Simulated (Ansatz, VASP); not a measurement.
Two plane-wave programs on BP

```xyz
2
Lattice="3.2089 0.0000 0.0000 1.6044 2.7789 0.0000 1.6044 0.9263 2.6200" Properties=species:S:1:pos:R:3 pbc="T T T"
B     0.0000    0.0000    0.0000
P     1.6044    0.9263    0.6550
```

Alike in both runs: task single point; functional PBE; k mesh 4 × 4 × 4; no spin polarisation.

|  | VASP | Ansatz |
| --- | --- | --- |
| version | VASP 6.6.1 | Ansatz 0.2.0 |
| potentials or method | VASP PAW PBE potentials, release 64 (B, P) | plane waves, PAW |
| plane-wave cutoff (eV) | 500 | 420 |
| occupations | gaussian, width 0.01 eV | fixed |
| valence electrons in the cell | 8 | 8 |

|  | VASP | Ansatz | Ansatz less VASP |
| --- | --- | --- | --- |
| gap on the k mesh at the Fermi level (eV) | 1.31 | 1.32 | +0.004 |

The k mesh is coarse, so the values compare programs but aren't converged.
